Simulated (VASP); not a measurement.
A run of VASP 6.6.1:

INCAR

```
SYSTEM = Sn4Se3S
PREC     = Accurate       ! precision mode
ENCUT    = 520            ! plane-wave cutoff, eV
EDIFF    = 1E-7           ! SCF threshold, eV
ISMEAR   = 0              ! smearing method
SIGMA    = 0.1            ! smearing width, eV
LREAL    = .False.        ! projectors in reciprocal space
LASPH    = .True.         ! aspherical terms in the spheres
NELM     = 60             ! most SCF steps
ALGO     = Normal         ! electronic algorithm
ISIF     = 2              ! what is computed and relaxed
LWAVE    = .False.        ! write WAVECAR
LCHARG   = .False.        ! write CHGCAR
GGA      = PE             ! functional
NBANDS   = 50             ! bands
```

Contents of KPOINTS:

```
Automatic mesh
0
Gamma
  4 4 2
  0 0 0
```

POSCAR

```
Sn4Se3S
1.0
    4.2462309000      0.0000000000      0.0000000000
    0.0000000000      6.0141659000      0.0000000000
    0.0000000000      0.0000000000      8.4963249000
Sn Se S
4 3 1
Direct
    0.0000000000      0.0000000000      0.0000000000
    0.5000000000      0.5000000000      0.2417590000
    0.0000000000      0.0000000000      0.5000000000
    0.5000000000      0.5000000000      0.7582410000
    0.5000000000      0.0000000000      0.2491950000
    0.0000000000      0.5000000000      0.5000000000
    0.5000000000      0.0000000000      0.7508050000
    0.0000000000      0.5000000000      0.0000000000
```

Potentials or basis: VASP PAW PBE potentials, release 64 (Sn_d, Se, S).

Command:

```sh
$ cat potpaw_PBE.64/Sn_d/POTCAR potpaw_PBE.64/Se/POTCAR potpaw_PBE.64/S/POTCAR > POTCAR
$ mpirun -np 1 vasp_std > vasp.out
```

Hardware: 1 thread of AMD EPYC 9R45 96-Core Processor (Zen 5), on a shared host.

Problem. How long does it take, and how much memory?

Solution. It took 110 s on 1 thread of AMD EPYC 9R45 96-Core Processor (Zen 5), on a shared host, peak memory 0.36 GiB. Counts: scf iterations 14, k points 18.
